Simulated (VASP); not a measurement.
# HfGa2Te3 (P-4m2) in VASP: further runs

Runs on HfGa2Te3. Level: PBE. Tasks: single point, relaxation of cell and atoms.

Everything below comes from runs of VASP 6.6.1. Logs are shortened: lines on timing, memory, paths and dates and some standing lists are left out, and cuts for length are marked.

### 1 The cell of the first run

Symmetry: P-4m2, No. 115, tetragonal system. Conventional cell: a = 4.089 Å, b = 4.089 Å, c = 8.923 Å, α = 90.00°, β = 90.00°, γ = 90.00°. Within 3.8 Å of Hf (site symmetry -4m2) lie 4 Te at 2.89 Å and 4 Ga at 3.10 Å. Within 4.1 Å of Ga (site symmetry 2mm) lie 7 Te at 3.09 to 3.18 Å and 2 Hf at 3.10 Å and 4 Ga at 4.09 Å. Te (site symmetry 2mm) has 5 Ga at 3.09 to 3.18 Å and 10 Te at 3.57 to 4.09 Å and 2 Hf at 3.98 Å within 4.1 Å. Te (site symmetry -4m2) has 4 Hf at 2.89 Å and 4 Ga at 3.10 Å within 3.8 Å.

The cell was generated, and may not be a known phase.

### 2 Single point, PBE

File INCAR:

```
ALGO     = Normal         # electronic algorithm
EDIFF    = 1E-6           # SCF threshold, eV
ENCUT    = 520            # plane-wave cutoff, eV
GGA      = PE             # functional
ISIF     = 2              # what is computed and relaxed
ISMEAR   = 0              # smearing method
LASPH    = True           # aspherical terms in the spheres
LCHARG   = True           # write CHGCAR
LELF     = True           # ELF
LREAL    = False          # projectors in reciprocal space
LVHAR    = True         
LWAVE    = False          # write WAVECAR
NBANDS   = 36             # bands
NELM     = 80             # most SCF steps
PREC     = Accurate       # precision mode
SIGMA    = 0.1            # smearing width, eV
```

File KPOINTS:

```
k-points
0
Gamma
  4 4 2
```

File POSCAR:

```
HfGa2Te3
1.0
    4.0885460300      0.0000000000      0.0000000000
    0.0000000000      4.0885460300      0.0000000000
    0.0000000000      0.0000000000      8.9228719000
Hf Ga Te
1 2 3
Direct
    0.5000000000      0.5000000000      0.0000000000
    0.5000000000      0.0000000000      0.7391800300
    0.0000000000      0.5000000000      0.2608199700
    0.5000000000      0.0000000000      0.3822810100
    0.0000000000      0.5000000000      0.6177189900
    0.0000000000      0.0000000000      0.0000000000
```

Potentials or basis: VASP PAW PBE potentials, release 64 (Hf_pv, Ga_d, Te).

Run with:

```console
cat potpaw_PBE.64/Hf_pv/POTCAR potpaw_PBE.64/Ga_d/POTCAR potpaw_PBE.64/Te/POTCAR > POTCAR
mpirun -np 1 vasp_std > vasp.out
```

OUTCAR:

```text
EDIFF = 1E-6
   ENCUT = 520
   GGA = PE
   ISIF = 2
   ISMEAR = 0
   LASPH = True
   LREAL = False
   NELM = 80
   PREC = Accurate

 ion  position               nearest neighbor table
   1  0.500  0.500  0.000-   6 2.89   6 2.89   6 2.89   6 2.89   3 3.10   3 3.10   2 3.10   2 3.10

   2  0.500  0.000  0.739-   5 3.09   5 3.09   5 3.09   5 3.09   1 3.10   6 3.10   6 3.10   1 3.10
                             4 3.18
   3  0.000  0.500  0.261-   4 3.09   4 3.09   4 3.09   4 3.09   6 3.10   1 3.10   6 3.10   1 3.10
                             5 3.18
   4  0.500  0.000  0.382-   3 3.09   3 3.09   3 3.09   3 3.09   2 3.18   5 3.57   5 3.57   5 3.57
                             5 3.57
   5  0.000  0.500  0.618-   2 3.09   2 3.09   2 3.09   2 3.09   3 3.18   4 3.57   4 3.57   4 3.57
                             4 3.57
   6  0.000  0.000  0.000-   1 2.89   1 2.89   1 2.89   1 2.89   3 3.10   3 3.10   2 3.10   2 3.10

  LATTYP: Found a simple tetragonal cell.
 ALAT       =     4.0885460300
 C/A-ratio  =     2.1824071038

  Lattice vectors:

 A1 = (   4.0885460300,   0.0000000000,   0.0000000000)
 A2 = (   0.0000000000,   4.0885460300,   0.0000000000)
 A3 = (   0.0000000000,   0.0000000000,   8.9228719000)

Analysis of symmetry for initial positions (statically):
=====================================================================
 Subroutine PRICEL returns:
 Original cell was already a primitive cell.

 Routine SETGRP: Setting up the symmetry group for a
 simple tetragonal supercell.

 Subroutine GETGRP returns: Found  8 space group operations
 (whereof  8 operations were pure point group operations)
 out of a pool of 16 trial point group operations.

The static configuration has the point symmetry D_2d.

Analysis of symmetry for dynamics (positions and initial velocities):
=====================================================================
 Subroutine PRICEL returns:
 Original cell was already a primitive cell.

 Routine SETGRP: Setting up the symmetry group for a
 simple tetragonal supercell.

 Subroutine GETGRP returns: Found  8 space group operations
 (whereof  8 operations were pure point group operations)
 out of a pool of 16 trial point group operations.

The dynamic configuration has the point symmetry D_2d.

 Subroutine INISYM returns: Found  8 space group operations
 (whereof  8 operations are pure point group operations),
 and found     1 'primitive' translations

----------------------------------------------------------------------------------------

                                     Primitive cell

  volume of cell :     149.1566

  direct lattice vectors                    reciprocal lattice vectors
     4.088546030  0.000000000  0.000000000     0.244585726  0.000000000  0.000000000
     0.000000000  4.088546030  0.000000000     0.000000000  0.244585726  0.000000000
     0.000000000  0.000000000  8.922871900     0.000000000  0.000000000  0.112071541

  length of vectors
     4.088546030  4.088546030  8.922871900     0.244585726  0.244585726  0.112071541

  position of ions in fractional coordinates (direct lattice)
     0.500000000  0.500000000  0.000000000
     0.500000000  0.000000000  0.739180030
     0.000000000  0.500000000  0.260819970
     0.500000000  0.000000000  0.382281010
     0.000000000  0.500000000  0.617718990
     0.000000000  0.000000000  0.000000000

  ion indices of the primitive-cell ions
   primitive index   ion index
                 1           1
                 2           2
                 3           3
                 4           4
                 5           5
                 6           6

----------------------------------------------------------------------------------------

 KPOINTS: k-points

Automatic generation of k-mesh.
 Grid dimensions read from file:
 generate k-points for:    4    4    2

 Generating k-lattice:

  Cartesian coordinates                     Fractional coordinates (reciprocal lattice)
     0.061146432  0.000000000  0.000000000     0.250000000  0.000000000  0.000000000
     0.000000000  0.061146432  0.000000000     0.000000000  0.250000000  0.000000000
     0.000000000  0.000000000  0.056035770     0.000000000  0.000000000  0.500000000

  Length of vectors
     0.061146432  0.061146432  0.056035770

  Shift w.r.t. Gamma in fractional coordinates (k-lattice)
     0.000000000  0.000000000  0.000000000

 Subroutine IBZKPT returns following result:
 ===========================================

 Found     12 irreducible k-points:

 Following reciprocal coordinates:
            Coordinates               Weight
  0.000000  0.000000  0.000000      1.000000
  0.250000  0.000000  0.000000      4.000000
  0.500000  0.000000  0.000000      2.000000
  0.250000  0.250000  0.000000      4.000000
  0.500000  0.250000  0.000000      4.000000
  0.500000  0.500000  0.000000      1.000000
  0.000000  0.000000  0.500000      1.000000
  0.250000  0.000000  0.500000      4.000000
  0.500000  0.000000  0.500000      2.000000
  0.250000  0.250000  0.500000      4.000000
  0.500000  0.250000  0.500000      4.000000
  0.500000  0.500000  0.500000      1.000000
   k-points           NKPTS =     12   k-points in BZ     NKDIM =     12   number of bands    NBANDS=     36
   number of dos      NEDOS =    301   number of ions     NIONS =      6
   total plane-waves  NPLWV =  63000
   dimension x,y,z NGX =    30 NGY =   30 NGZ =   70
   dimension x,y,z NGXF=    60 NGYF=   60 NGZF=  140
   ions per type =               1   2   3
   NGX,Y,Z   is equivalent  to a cutoff of  12.20, 12.20, 13.04 a.u.
   NGXF,Y,Z  is equivalent  to a cutoff of  24.40, 24.40, 26.08 a.u.
 SYSTEM =  unknown system
   PREC   = accura    normal or accurate (medium, high low for compatibility)
   ISTART =      0    job   : 0-new  1-cont  2-samecut
   ICHARG =      2    charge: 1-file 2-atom 10-const
   ISPIN  =      1    spin polarized calculation?
   LNONCOLLINEAR =      F non collinear calculations
   LSORBIT =      F    spin-orbit coupling
   LASPH  =      T    aspherical Exc in radial PAW
   ENCUT  =  520.0 eV  38.22 Ry    6.18 a.u.   7.60  7.60 16.59*2*pi/ulx,y,z
   NELM   =     80;   NELMIN=  2; NELMDL= -5     # of ELM steps
   EDIFF  = 0.1E-05   stopping-criterion for ELM
   LREAL  =      F    real-space projection
   EDIFFG = 0.1E-04   stopping-criterion for IOM
   NSW    =      0    number of steps for IOM
   IBRION =     -1    ionic relax: 0-MD 1-quasi-New 2-CG
   NFREE  =      0    steps in history (QN), initial steepest desc. (CG)
   ISIF   =      2    stress and relaxation
   ISYM   =      2    0-nonsym 1-usesym 2-fastsym
   POTIM  = 0.5000    time-step for ionic-motion
   TEBEG  =    0.0;   TEEND  =   0.0 temperature during run
   PSTRESS=    0.0 pullay stress
   NELECT =      54.0000    total number of electrons
   NUPDOWN=      -1.0000    fix difference up-down
   EMIN   =  10.00;   EMAX   =-10.00  energy-range for DOS
   EFERMI =   0.00;   METHOD = LEGACY
   ISMEAR =     0;   SIGMA  =   0.10  broadening in eV -4-tet -1-fermi 0-gaus
   EFERMI_NEDOS =   21; number of points for ismear=-14 and -15
   IALGO  =     38    algorithm
   IMIX   =      4    mixing-type and parameters
     AMIX     =   0.40;   BMIX     =  1.00
     AMIX_MAG =   1.60;   BMIX_MAG =  1.00
  volume/ion in A,a.u.               =      24.86       167.76
  Fermi-wavevector in a.u.,A,eV,Ry     =   1.166788  2.204910 18.522892  1.361394
  Thomas-Fermi vector in A             =   2.303297
   LORBIT       =      0    0 simple, 1 ext, 2 COOP (PROOUT), +10 PAW based schemes
   GGA     = PE    functional components
   LHFCALC =     F    Hartree Fock is set to
   AEXX    =    0.0000 exact exchange contribution
   IVDW    =     0    specifies the selected vdW correction
   LEPSILON=     F    determine dielectric tensor
   LRPA    =     F    only Hartree local field effects (RPA)
 non-spin polarized calculation
 Gauss-broadening in eV      SIGMA  =   0.10
  energy-cutoff  :      520.00
  volume of cell :      149.16
 maximum number of plane-waves:      4036
   NGX = 15   NGY = 15   NGZ = 33

 number of electron      54.0000015 magnetization

 Free energy of the ion-electron system (eV)
  ---------------------------------------------------
  ext. energy  EPLUGINS =         0.00000000
  ---------------------------------------------------
  free energy    TOTEN  =       -24.99523905 eV

  energy without entropy =      -24.97076433  energy(sigma->0) =      -24.98300169

 E-fermi :   6.8468     XC(G=0): -10.3351

 val. band max:        6.8373979985   @ k =   0.0000   0.0000   0.5000
 cond. band min:       6.8494574279   @ k =   0.2500   0.2500   0.0000
 fundamental gap:      0.0120594293
 Fermi energy:         6.8468256149

 k-point     1 :       0.0000    0.0000    0.0000
  band No.  band energies     occupation
      1     -25.4551      2.00000
      2     -25.4551      2.00000
      3     -25.4385      2.00000
      4      -8.0878      2.00000
      5      -8.0867      2.00000
      6      -8.0727      2.00000
[... 28 lines left out ...]
     35      10.3963      0.00000
     36      11.6480      0.00000

 k-point     2 :       0.2500    0.0000    0.0000
  band No.  band energies     occupation
      1     -25.4731      2.00000
      2     -25.4508      2.00000
      3     -25.4370      2.00000
      4      -8.0891      2.00000
      5      -8.0838      2.00000
      6      -8.0772      2.00000
[... 28 lines left out ...]
     35      10.5181      0.00000
     36      11.1015      0.00000

 k-point     3 :       0.5000    0.0000    0.0000
  band No.  band energies     occupation
      1     -25.4910      2.00000
      2     -25.4466      2.00000
      3     -25.4355      2.00000
      4      -8.0988      2.00000
      5      -8.0804      2.00000
      6      -8.0725      2.00000
[... 28 lines left out ...]
     35      10.1463      0.00000
     36      10.3212      0.00000
[... 274 lines left out ...]
 k-point    11 :       0.5000    0.2500    0.5000
  band No.  band energies     occupation
      1     -25.4876      2.00000
      2     -25.4655      2.00000
      3     -25.4343      2.00000
      4      -8.1019      2.00000
      5      -8.0798      2.00000
      6      -8.0737      2.00000
[... 28 lines left out ...]
     35      10.0049      0.00000
     36      11.8483      0.00000

 k-point    12 :       0.5000    0.5000    0.5000
  band No.  band energies     occupation
      1     -25.4843      2.00000
      2     -25.4843      2.00000
      3     -25.4332      2.00000
      4      -8.1053      2.00000
      5      -8.0836      2.00000
      6      -8.0756      2.00000
[... 28 lines left out ...]
     35      11.3938      0.00000
     36      11.3938      0.00000

------------------------ aborting loop because EDIFF is reached ----------------------------------------

  FORCE on cell =-STRESS in cart. coord.  units (eV):
  Direction    XX          YY          ZZ          XY          YZ          ZX
  --------------------------------------------------------------------------------------
  -------------------------------------------------------------------------------------
  Total       -0.1597690     -0.1597690      2.1801913      0.0000000     -0.0000000      0.0000000
  in kB       -1.7161716     -1.7161716     23.4186976      0.0000000     -0.0000000      0.0000000
  external PRESSURE =       6.6621181 kB  Pullay stress =       0.0000000 kB

 VOLUME and BASIS-vectors are now :
 -----------------------------------------------------------------------------
  energy-cutoff  :      520.00
  volume of cell :      149.16
      direct lattice vectors                 reciprocal lattice vectors
     4.088546030  0.000000000  0.000000000     0.244585726  0.000000000  0.000000000
     0.000000000  4.088546030  0.000000000     0.000000000  0.244585726  0.000000000
     0.000000000  0.000000000  8.922871900     0.000000000  0.000000000  0.112071541

 POSITION                                       TOTAL-FORCE (eV/Angst)
 -----------------------------------------------------------------------------------
      2.04427      2.04427      0.00000        -0.000000      0.000000      0.000000
      2.04427      0.00000      6.59561         0.000000     -0.000000     -0.810367
      0.00000      2.04427      2.32726        -0.000000     -0.000000      0.810367
      2.04427      0.00000      3.41104        -0.000000     -0.000000     -0.737071
      0.00000      2.04427      5.51183        -0.000000     -0.000000      0.737071
      0.00000      0.00000      0.00000        -0.000000     -0.000000      0.000000
 -----------------------------------------------------------------------------------
    total drift:                                0.000000      0.000000     -0.000000

  FREE ENERGIE OF THE ION-ELECTRON SYSTEM (eV)
  ---------------------------------------------------
  free  energy   TOTEN  =       -24.9952390526 eV

  energy  without entropy=      -24.9707643288  energy(sigma->0) =      -24.98300169
```

Run time: 40 s. Hardware: 1 thread of AMD EPYC 9R45 (Zen 5), shared host; peak memory 0.24 GiB.

Results:

* Free energy: -24.9952 eV
* Pressure: 0.7 GPa
* Largest force: 0.810 eV/Å
* Band gap on the k mesh: zero (bands 27 and 28 overlap by 1.09 eV)

Forces in eV/Å, atoms in the order of the input:
```
Hf   0.000  0.000  0.000
Ga   0.000  0.000 -0.810
Ga   0.000  0.000  0.810
Te   0.000  0.000 -0.737
Te   0.000  0.000  0.737
Te   0.000  0.000  0.000
```

Stress tensor (GPa, compression positive):
```
-0.17  0.00  0.00
 0.00 -0.17  0.00
 0.00  0.00  2.34
```

Levels at points of the mesh, in eV from the Fermi level:
| k point | band 23 | band 24 | band 25 | band 26 | band 27 | band 28 | band 29 | band 30 | band 31 | band 32 |
| --- | --- | --- | --- | --- | --- | --- | --- | --- | --- | --- |
| (0.00, 0.00, 0.00) | -2.30 | -2.03 | -2.03 | -1.39 | -1.39 | -0.01 | 0.64 | 0.83 | 0.83 | 1.45 |
| (0.50, 0.00, 0.00) | -2.42 | -1.03 | -0.86 | -0.76 | 0.04 | 0.36 | 0.79 | 1.36 | 1.44 | 2.16 |
| (0.50, 0.50, 0.00) | -4.36 | -3.31 | -1.41 | -1.07 | -1.02 | -1.02 | -0.47 | -0.47 | 0.64 | 1.67 |
| (0.00, 0.00, 0.50) | -2.66 | -1.43 | -0.82 | -0.75 | -0.49 | -0.49 | -0.01 | 0.19 | 0.19 | 0.82 |
| (0.50, 0.00, 0.50) | -0.95 | -0.90 | -0.80 | -0.56 | -0.14 | 0.27 | 0.56 | 1.23 | 1.81 | 2.30 |
| (0.50, 0.50, 0.50) | -3.60 | -2.93 | -2.79 | -2.79 | -2.63 | -0.23 | 1.00 | 1.02 | 1.14 | 1.14 |

Caveat: the k points lie up to 0.38 Å⁻¹ apart, too coarse for converged energies and pressures of a metal; spin-orbit coupling is left out, which moves the levels of the heavy elements.

(Continued in part 2 of 2.)

The gap in the log of VASP goes by the Fermi energy; the results here count the filled bands.